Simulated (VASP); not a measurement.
# SiGe3 (I4mm) in VASP: single point with PBE

Aim: the single point of SiGe3 with PBE.

All numbers are computed with VASP 6.6.1; they aren't measurements. Logs are shortened: lines on timing, memory, paths and dates and some standing lists are left out, and cuts for length are marked.

## Step 1: The cell of the first run

The typed cell holds 4 atoms: a = 4.608 Å, b = 4.608 Å, c = 4.608 Å, α = 109.47°, β = 109.47°, γ = 109.47°.

The cell was built from a structure type or drawn by symmetry, and may not be a known phase.

## Step 2: Single point, PBE

Contents of INCAR:

```
PREC     = Accurate       # precision mode
ENCUT    = 500            # plane-wave cutoff, eV
EDIFF    = 1E-6           # SCF threshold, eV
ISMEAR   = 0              # smearing method
SIGMA    = 0.2            # smearing width, eV
LREAL    = False          # projectors in reciprocal space
LASPH    = True           # aspherical terms in the spheres
NELM     = 120            # most SCF steps
ALGO     = Normal         # electronic algorithm
ISIF     = 2              # what is computed and relaxed
LWAVE    = False          # write WAVECAR
LCHARG   = False          # write CHGCAR
GGA      = PE             # functional
NBANDS   = 31             # bands
GGA_COMPAT= False
```

Contents of KPOINTS:

```
regular mesh
0
Gamma
  5 5 5
```

Contents of POSCAR:

```
SiGe3
1.0
   -2.6603157728      2.6603157728      2.6603946796
    2.6603157728     -2.6603157728      2.6603946796
    2.6603157728      2.6603157728     -2.6603946796
Si Ge
1 3
Direct
    0.3466323040      0.3466323040      0.0000000000
    0.3470032736      0.8470032736      0.5000000000
    0.8470032736      0.3470032736      0.5000000000
    0.8461870288      0.8461870288      0.0000000000
```

Potentials or basis: VASP PAW PBE potentials, release 64 (Si, Ge_d).

Launch:

```sh
cat potpaw_PBE.64/Si/POTCAR potpaw_PBE.64/Ge_d/POTCAR > POTCAR
mpirun -np 1 vasp_std > vasp.out
```

OUTCAR:

```text
PREC = Accurate
   ENCUT = 500
   EDIFF = 1E-6
   ISMEAR = 0
   LREAL = False
   LASPH = True
   NELM = 120
   ISIF = 2
   GGA = PE

 ion  position               nearest neighbor table
   1  0.347  0.347  0.000-   4 2.66   2 2.66   3 2.66   2 2.66   3 2.66   4 2.66
   2  0.347  0.847  0.500-   1 2.66   1 2.66   4 2.66   4 2.66   3 2.66   3 2.66
   3  0.847  0.347  0.500-   1 2.66   1 2.66   4 2.66   4 2.66   2 2.66   2 2.66
   4  0.846  0.846  0.000-   1 2.66   3 2.66   2 2.66   2 2.66   3 2.66   1 2.66

  LATTYP: Found a body centered tetragonal cell.
 ALAT       =     5.3206315456
 C/A-ratio  =     1.0000296607

  Lattice vectors:

 A1 = (  -2.6603157728,   2.6603157728,   2.6603946796)
 A2 = (   2.6603157728,  -2.6603157728,   2.6603946796)
 A3 = (   2.6603157728,   2.6603157728,  -2.6603946796)

Analysis of symmetry for initial positions (statically):
=====================================================================
 Subroutine PRICEL returns:
 Original cell was already a primitive cell.

 Routine SETGRP: Setting up the symmetry group for a
 body centered tetragonal supercell.

 Subroutine GETGRP returns: Found  8 space group operations
 (whereof  8 operations were pure point group operations)
 out of a pool of 16 trial point group operations.

The static configuration has the point symmetry C_4v.

Analysis of symmetry for dynamics (positions and initial velocities):
=====================================================================
 Subroutine PRICEL returns:
 Original cell was already a primitive cell.

 Routine SETGRP: Setting up the symmetry group for a
 body centered tetragonal supercell.

 Subroutine GETGRP returns: Found  8 space group operations
 (whereof  8 operations were pure point group operations)
 out of a pool of 16 trial point group operations.

The dynamic configuration has the point symmetry C_4v.

 Subroutine INISYM returns: Found  8 space group operations
 (whereof  8 operations are pure point group operations),
 and found     1 'primitive' translations

----------------------------------------------------------------------------------------

                                     Primitive cell

  volume of cell :      75.3134

  direct lattice vectors                    reciprocal lattice vectors
    -2.660315773  2.660315773  2.660394680     0.000000000  0.187947613  0.187942039
     2.660315773 -2.660315773  2.660394680     0.187947613  0.000000000  0.187942039
     2.660315773  2.660315773 -2.660394680     0.187947613  0.187947613  0.000000000

  length of vectors
     4.607847640  4.607847640  4.607847640     0.265794122  0.265794122  0.265798064

  position of ions in fractional coordinates (direct lattice)
     0.346632304  0.346632304  0.000000000
     0.347003274  0.847003274  0.500000000
     0.847003274  0.347003274  0.500000000
     0.846187029  0.846187029  0.000000000

  ion indices of the primitive-cell ions
   primitive index   ion index
                 1           1
                 2           2
                 3           3
                 4           4

----------------------------------------------------------------------------------------

 KPOINTS: regular mesh

Automatic generation of k-mesh.
 Grid dimensions read from file:
 generate k-points for:    5    5    5

 Generating k-lattice:

  Cartesian coordinates                     Fractional coordinates (reciprocal lattice)
     0.000000000  0.037589523  0.037588408     0.200000000  0.000000000  0.000000000
     0.037589523  0.000000000  0.037588408     0.000000000  0.200000000  0.000000000
     0.037589523  0.037589523  0.000000000     0.000000000  0.000000000  0.200000000

  Length of vectors
     0.053158824  0.053158824  0.053159613

  Shift w.r.t. Gamma in fractional coordinates (k-lattice)
     0.000000000  0.000000000  0.000000000

 Subroutine IBZKPT returns following result:
 ===========================================

 Found     18 irreducible k-points:

 Following reciprocal coordinates:
            Coordinates               Weight
  0.000000  0.000000  0.000000      1.000000
  0.200000 -0.000000  0.000000      8.000000
  0.400000  0.000000 -0.000000      8.000000
  0.200000  0.200000  0.000000      8.000000
  0.400000  0.200000  0.000000     16.000000
 -0.400000  0.200000  0.000000     16.000000
[... 10 lines left out ...]
 -0.400000  0.400000  0.400000      4.000000
 -0.400000 -0.400000  0.400000      2.000000
   k-points           NKPTS =     18   k-points in BZ     NKDIM =     18   number of bands    NBANDS=     31
   number of dos      NEDOS =    301   number of ions     NIONS =      4
   total plane-waves  NPLWV =  46656
   dimension x,y,z NGX =    36 NGY =   36 NGZ =   36
   dimension x,y,z NGXF=    72 NGYF=   72 NGZF=   72
   ions per type =               1   3
   NGX,Y,Z   is equivalent  to a cutoff of  12.99, 12.99, 12.99 a.u.
   NGXF,Y,Z  is equivalent  to a cutoff of  25.98, 25.98, 25.98 a.u.
 SYSTEM =  unknown system
   PREC   = accura    normal or accurate (medium, high low for compatibility)
   ISTART =      0    job   : 0-new  1-cont  2-samecut
   ICHARG =      2    charge: 1-file 2-atom 10-const
   ISPIN  =      1    spin polarized calculation?
   LNONCOLLINEAR =      F non collinear calculations
   LSORBIT =      F    spin-orbit coupling
   LASPH  =      T    aspherical Exc in radial PAW
   ENCUT  =  500.0 eV  36.75 Ry    6.06 a.u.   8.40  8.40  8.40*2*pi/ulx,y,z
   NELM   =    120;   NELMIN=  2; NELMDL= -5     # of ELM steps
   EDIFF  = 0.1E-05   stopping-criterion for ELM
   LREAL  =      F    real-space projection
   EDIFFG = 0.1E-04   stopping-criterion for IOM
   NSW    =      0    number of steps for IOM
   IBRION =     -1    ionic relax: 0-MD 1-quasi-New 2-CG
   NFREE  =      0    steps in history (QN), initial steepest desc. (CG)
   ISIF   =      2    stress and relaxation
   ISYM   =      2    0-nonsym 1-usesym 2-fastsym
   POTIM  = 0.5000    time-step for ionic-motion
   TEBEG  =    0.0;   TEEND  =   0.0 temperature during run
   PSTRESS=    0.0 pullay stress
   NELECT =      46.0000    total number of electrons
   NUPDOWN=      -1.0000    fix difference up-down
   EMIN   =  10.00;   EMAX   =-10.00  energy-range for DOS
   EFERMI =   0.00;   METHOD = LEGACY
   ISMEAR =     0;   SIGMA  =   0.20  broadening in eV -4-tet -1-fermi 0-gaus
   EFERMI_NEDOS =   21; number of points for ismear=-14 and -15
   IALGO  =     38    algorithm
   IMIX   =      4    mixing-type and parameters
     AMIX     =   0.40;   BMIX     =  1.00
     AMIX_MAG =   1.60;   BMIX_MAG =  1.00
  volume/ion in A,a.u.               =      18.83       127.06
  Fermi-wavevector in a.u.,A,eV,Ry     =   1.389003  2.624836 26.250133  1.929330
  Thomas-Fermi vector in A             =   2.513076
   LORBIT       =      0    0 simple, 1 ext, 2 COOP (PROOUT), +10 PAW based schemes
   GGA     = PE    functional components
   LHFCALC =     F    Hartree Fock is set to
   AEXX    =    0.0000 exact exchange contribution
   IVDW    =     0    specifies the selected vdW correction
   LEPSILON=     F    determine dielectric tensor
   LRPA    =     F    only Hartree local field effects (RPA)
 non-spin polarized calculation
 Gauss-broadening in eV      SIGMA  =   0.20
  energy-cutoff  :      500.00
  volume of cell :       75.31
 maximum number of plane-waves:      1961
 NGX is ok and might be reduce to    36
   NGX = 17   NGY = 17   NGZ = 17

 number of electron      45.9999985 magnetization

 Free energy of the ion-electron system (eV)
  ---------------------------------------------------
  ext. energy  EPLUGINS =         0.00000000
  ---------------------------------------------------
  free energy    TOTEN  =       -17.91030097 eV

  energy without entropy =      -17.88726826  energy(sigma->0) =      -17.89878461

 E-fermi :   6.5511     XC(G=0): -10.8980

 val. band max:        6.4951058544   @ k =   0.2000   0.2000   0.2000
 cond. band min:       6.7594908135   @ k =   0.4000   0.0000  -0.0000
 fundamental gap:      0.2643849590
 Fermi energy:         6.5510657789

 k-point     1 :       0.0000    0.0000    0.0000
  band No.  band energies     occupation
      1     -18.1409      2.00000
      2     -18.1408      2.00000
      3     -18.0432      2.00000
      4     -18.0432      2.00000
      5     -18.0432      2.00000
      6     -18.0391      2.00000
[... 23 lines left out ...]
     30      13.3700      0.00000
     31      13.3700      0.00000

 k-point     2 :       0.2000   -0.0000    0.0000
  band No.  band energies     occupation
      1     -18.1330      2.00000
      2     -18.1136      2.00000
      3     -18.0362      2.00000
      4     -18.0348      2.00000
      5     -18.0296      2.00000
      6     -18.0291      2.00000
[... 23 lines left out ...]
     30      11.4039      0.00000
     31      13.7521      0.00000

 k-point     3 :       0.4000    0.0000   -0.0000
  band No.  band energies     occupation
      1     -18.1207      2.00000
      2     -18.0422      2.00000
      3     -18.0222      2.00000
      4     -18.0177      2.00000
      5     -17.9989      2.00000
      6     -17.9951      2.00000
[... 23 lines left out ...]
     30      13.1271      0.00000
     31      13.1793      0.00000

 k-point     4 :       0.2000    0.2000    0.0000
  band No.  band energies     occupation
      1     -18.1157      2.00000
      2     -18.0746      2.00000
      3     -18.0266      2.00000
      4     -18.0136      2.00000
      5     -18.0129      2.00000
      6     -18.0064      2.00000
[... 431 lines left out ...]
     30      14.1208      0.00000
     31      14.1208      0.00000

 k-point    17 :      -0.4000    0.4000    0.4000
  band No.  band energies     occupation
      1     -18.1631      2.00000
      2     -18.0659      2.00000
      3     -18.0518      2.00000
      4     -18.0341      2.00000
      5     -18.0273      2.00000
      6     -18.0272      2.00000
[... 23 lines left out ...]
     30      14.3069      0.00000
     31      15.8397      0.00000

 k-point    18 :      -0.4000   -0.4000    0.4000
  band No.  band energies     occupation
      1     -18.1631      2.00000
      2     -18.0660      2.00000
      3     -18.0518      2.00000
      4     -18.0342      2.00000
      5     -18.0273      2.00000
      6     -18.0272      2.00000
[... 23 lines left out ...]
     30      14.3060      0.00000
     31      15.8400      0.00000

------------------------ aborting loop because EDIFF is reached ----------------------------------------

  FORCE on cell =-STRESS in cart. coord.  units (eV):
  Direction    XX          YY          ZZ          XY          YZ          ZX
  --------------------------------------------------------------------------------------
  -------------------------------------------------------------------------------------
  Total       -0.0867626     -0.0867626     -0.0897676      0.0000000      0.0000000      0.0000000
  in kB       -1.8457399     -1.8457399     -1.9096671      0.0000000      0.0000000      0.0000000
  external PRESSURE =      -1.8670490 kB  Pullay stress =       0.0000000 kB

 VOLUME and BASIS-vectors are now :
 -----------------------------------------------------------------------------
  energy-cutoff  :      500.00
  volume of cell :       75.31
      direct lattice vectors                 reciprocal lattice vectors
    -2.660315773  2.660315773  2.660394680     0.000000000  0.187947613  0.187942039
     2.660315773 -2.660315773  2.660394680     0.187947613  0.000000000  0.187942039
     2.660315773  2.660315773 -2.660394680     0.187947613  0.187947613  0.000000000

 POSITION                                       TOTAL-FORCE (eV/Angst)
 -----------------------------------------------------------------------------------
      0.00000      0.00000      1.84436         0.000000      0.000000     -0.002599
      2.66032      0.00000      1.84633        -0.000000      0.000000     -0.001476
      0.00000      2.66032      1.84633         0.000000     -0.000000     -0.001476
      0.00000      0.00000      4.50238         0.000000      0.000000      0.005551
 -----------------------------------------------------------------------------------
    total drift:                               -0.000000     -0.000000     -0.000406

  FREE ENERGIE OF THE ION-ELECTRON SYSTEM (eV)
  ---------------------------------------------------
  free  energy   TOTEN  =       -17.9103009678 eV

  energy  without entropy=      -17.8872682613  energy(sigma->0) =      -17.89878461
```

Run time: 18 s. Hardware: 1 thread of Intel Xeon 6975P-C (Granite Rapids), shared host; peak memory 0.2 GiB.

Results:

- Free energy: -17.9103 eV
- Pressure: -0.2 GPa
- Largest force: 0.006 eV/Å
- Band gap on the k mesh: zero (bands 23 and 24 overlap by 3.43 eV)

Forces on the atoms (eV/Å):
```
Si   0.000  0.000 -0.003
Ge   0.000  0.000 -0.001
Ge   0.000  0.000 -0.001
Ge   0.000  0.000  0.006
```

Levels at points of the mesh, in eV from the Fermi level:
| k point | band 19 | band 20 | band 21 | band 22 | band 23 | band 24 | band 25 | band 26 | band 27 | band 28 |
| --- | --- | --- | --- | --- | --- | --- | --- | --- | --- | --- |
| (0.00, 0.00, 0.00) | -4.06 | -2.67 | -2.67 | -2.67 | -2.67 | -2.67 | -2.67 | 2.76 | 2.76 | 2.76 |
